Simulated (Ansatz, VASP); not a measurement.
**Al: VASP beside Ansatz**

```
CELL_PARAMETERS angstrom
0.00000 2.02398 2.02398
2.02398 0.00000 2.02398
2.02398 2.02398 0.00000
ATOMIC_POSITIONS crystal
Al 0.00000 0.00000 0.00000
```

Alike in both runs: task single point; functional PBEsol; k mesh 17 × 17 × 17; occupations fermi-dirac, width 0.03 eV; no spin polarisation.

```csv
,VASP,Ansatz
version,VASP 6.6.1,Ansatz 0.2.0
potentials or method,"VASP PAW PBE potentials, release 64 (Al), cutoff 500 eV","all-electron LAPW, scalar-relativistic"
```

|  | VASP | Ansatz | Ansatz less VASP |
| --- | --- | --- | --- |
| pressure (GPa) | -1.9 | -1.9 | -0.05 |

VASP's potentials were made for PBE, not for PBEsol. Ansatz ran all-electron here, and VASP with PAW potentials.
